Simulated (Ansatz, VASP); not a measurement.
# One calculation of LiH, two programs

```
Li H
1.0
     0.00000    1.99847    1.99847
     1.99847    0.00000    1.99847
     1.99847    1.99847    0.00000
Li H
1 1
Direct
  0.00000 0.00000 0.00000
  0.50000 0.50000 0.50000
```

Alike in both runs: task single point; functional PBE-based screened hybrid; k mesh 6 × 6 × 6; no spin polarisation.

|  | VASP | Ansatz |
| --- | --- | --- |
| version | VASP 6.6.1 | Ansatz 0.2.0 |
| potentials or method | VASP PAW PBE potentials, release 64 (Li_sv, H) | plane waves |
| plane-wave cutoff (eV) | 520 | 420 |
| occupations | gaussian, width 0.01 eV | fixed |
| valence electrons in the cell | 4 | 4 |

```tsv
	VASP	Ansatz	Ansatz less VASP
gap on the k mesh at the Fermi level (eV)	3.17	3.17	+0.005
```

VASP's potentials were made for PBE, not for PBE-based screened hybrid. Ansatz's warnings: stress exchange threshold loose, stress scf threshold loose.

The k mesh is coarse, so the values compare programs but aren't converged. Noted on VASP's run: the cutoff is short for stress, so the pressure is rough.
